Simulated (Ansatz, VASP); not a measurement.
## Al2Ga3As5 in VASP and in Ansatz

INCAR

```
PREC = Accurate ; ENCUT = 600
EDIFF = 1E-6 ; ISMEAR = 0
SIGMA = 0.1 ; LREAL = F
LASPH = T ; NELM = 60
ALGO = Normal ; ISIF = 3
LWAVE = F ; LCHARG = F
GGA = PE ; IBRION = 2
NSW = 80 ; EDIFFG = -0.025
```

The input KPOINTS:

```
Automatic mesh
0
Gamma
  4 4 4
```

Contents of POSCAR:

```
Al2Ga3As5
1.0
   -0.0014334318     -4.1064279973      0.0263640375
    4.0777162013      0.0014334318      0.0403625357
   -1.8954052482      1.9592647642     14.3963021898
Al Ga As
2 3 5
Direct
    0.7019411876      0.6900735520      0.3980725684
    0.3187172823      0.3226763325      0.6033297550
    0.8731083031      0.9087842919      0.7973410672
    0.5060073887      0.5172472318      1.0039549618
    0.0996438911      0.0823377018      0.2027807691
    0.3482051944      0.8486445685      0.7013442848
    0.9399100130      0.4550829641      0.9021918820
    0.5550674015      0.0457050489      0.0995363037
    0.1411919378      0.6232022241      0.2962260116
    0.7662074004      0.2562460844      0.4952223963
```

Input for Ansatz:

```yaml
crystal:
  lattice:
    - [-0.0014334318, -4.1064279973, 0.0263640375]
    - [4.0777162013, 0.0014334318, 0.0403625357]
    - [-1.8954052482, 1.9592647642, 14.3963021898]
  atoms:
    - { symbol: Al, position: [0.7019411876, 0.690073552, 0.3980725684] }
    - { symbol: Al, position: [0.3187172823, 0.3226763325, 0.603329755] }
    - { symbol: Ga, position: [0.8731083031, 0.9087842919, 0.7973410672] }
    - { symbol: Ga, position: [0.5060073887, 0.5172472318, 1.0039549618] }
    - { symbol: Ga, position: [0.0996438911, 0.0823377018, 0.2027807691] }
    - { symbol: As, position: [0.3482051944, 0.8486445685, 0.7013442848] }
    - { symbol: As, position: [0.939910013, 0.4550829641, 0.902191882] }
    - { symbol: As, position: [0.5550674015, 0.0457050489, 0.0995363037] }
    - { symbol: As, position: [0.1411919378, 0.6232022241, 0.2962260116] }
    - { symbol: As, position: [0.7662074004, 0.2562460844, 0.4952223963] }
basis:
  ecutwfc: 420
kpoints:
  mp_grid: { grid: [4, 4, 4] }
hamiltonian:
  xc: pbe
scf:
  occupations: { method: gaussian, width: 0.1 }
  lower_state_search: "off"
output:
  forces: true
  stress: true
  eigenvalues: true
relax:
  adjacent_minimum: "off"
  f_tol: 0.025
  max_steps: 60
  cell: { stress_tol: 0.25 }
```

Change from the starting cell: cell x1, atoms moved at random (sigma 0.05 Å) and cell strained at random (1.5 %), then relaxed without symmetry.

Alike in both runs: task relaxation of cell and atoms; functional PBE; k mesh 4 × 4 × 4; occupations gaussian, width 0.1 eV; no spin polarisation.

|  | VASP | Ansatz |
| --- | --- | --- |
| version | VASP 6.6.1 | Ansatz 0.2.0 |
| potentials or method | VASP PAW PBE potentials, release 64 (Al, Ga_d, As), cutoff 600 eV | scalar-relativistic, plane waves, PAW |
| valence electrons in the cell | 70 | 120 |

Ansatz gave:

| Item | Value |
| --- | --- |
| gap on the k mesh at the Fermi level, each at its own relaxed structure (eV) | 0.68 |
| relaxed volume (Å³/atom) | 23.66 |
| relaxed length of the cell vector where the two differ most in proportion (Å) | 4.085 |

Task: Which values does VASP return?

Result: gap on the k mesh at the Fermi level, each at its own relaxed structure (eV): 0.66; relaxed volume (Å³/atom): 23.72; relaxed length of the cell vector where the two differ most in proportion (Å): 4.089.

VASP's potentials hold 70 valence electrons a cell and Ansatz's 120, so a difference there can come from the potentials and not from the codes.
